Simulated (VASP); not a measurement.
A run of VASP 6.6.1 is set up as follows.

The input INCAR:

```
PREC = Accurate ; ENCUT = 520
EDIFF = 1E-6 ; ISMEAR = -1
SIGMA = 0.02 ; LREAL = False
LASPH = True ; NELM = 100
ALGO = Normal ; ISIF = 2
LWAVE = False ; LCHARG = False
GGA = PE ; NBANDS = 17
```

KPOINTS

```
Automatic mesh
0
Gamma
  8 8 8
```

Contents of POSCAR:

```
TePb
1.0
    0.0000000000      3.2678368377      3.2841760219
    3.2678368377      0.0000000000      3.2841760219
    3.2678368377      3.2678368377      0.0000000000
Pb Te
1 1
Direct
    0.0000000000      0.0000000000      0.0000000000
    0.5000000000      0.5000000000      0.5000000000
```

Potentials or basis: VASP PAW PBE potentials, release 64 (Pb_d, Te).

Command:

```sh
$ cat potpaw_PBE.64/Pb_d/POTCAR potpaw_PBE.64/Te/POTCAR > POTCAR
$ mpirun -np 1 vasp_std > vasp.out
```

Q: What does it give for the pressure?

A: 0.4 GPa.

Q: Predict the band gap on the k mesh.

A: 0.81 eV, direct.

Stress tensor (GPa, compression positive):
```
0.53 0.00 0.00
0.00 0.53 0.00
0.00 0.00 0.02
```

Caveat: the cell differs from its parent crystal (uniaxial z strain +0.5%); spin-orbit coupling is left out, which moves the levels of the heavy elements. A k mesh can miss the band edges.
